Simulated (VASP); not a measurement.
Runs of VASP 6.6.1 on BeZnTeO. The structure is that of space group P-6m2 (No. 187), or close to it. The cells are those of the table. 

| task | cell | k mesh | cutoff (eV) | gap on the mesh (eV) | pressure (GPa) | relaxed volume (Å³/atom) |
| --- | --- | --- | --- | --- | --- | --- |
| single point | a = 4.707, b = 4.707, c = 4.205 Å, angles 90.0, 90.0, 120.0°, 4 atoms | 6 × 6 × 4 | 520 | none | -2.9 | - |
| single point | a = 3.792, b = 3.792, c = 5.313 Å, angles 90.0, 90.0, 120.0°, 4 atoms | 6 × 6 × 4 | 520 | none | 0.2 | - |
| single point | a = 3.795, b = 3.795, c = 5.319 Å, angles 90.0, 90.0, 120.0°, 4 atoms | 12 × 12 × 10 | 520 | none | 0.2 | - |
| relaxation of cell and atoms | relaxed from a = 3.792, b = 3.792, c = 5.313 Å, angles 90.0, 90.0, 120.0°, 4 atoms | 12 × 12 × 10 | 600 | none | 0.0 | (a) |
| relaxation of cell and atoms | relaxed from a = 4.707, b = 4.707, c = 4.205 Å, angles 90.0, 90.0, 120.0°, 4 atoms | 6 × 6 × 4 | 600 | none | 0.0 | 16.49 |

Alike in all rows: level PBE; potentials or basis VASP PAW PBE potentials, release 64 (Be, Zn, Te, O); no spin polarisation; smearing gaussian 0.1 eV.

**Question.** Fill in the values left out.

**Answer.** (a) 16.60.

Caveats: some runs use coarse meshes; spin-orbit coupling is left out, which moves the levels of the heavy elements; the volume moved by over 15 % at a fixed basis, so the end points are rough (some runs).

A k mesh can miss the band edges, and the runs leave out spin-orbit coupling on Te.

A gap of «none» marks levels without a gap at the run's occupations.
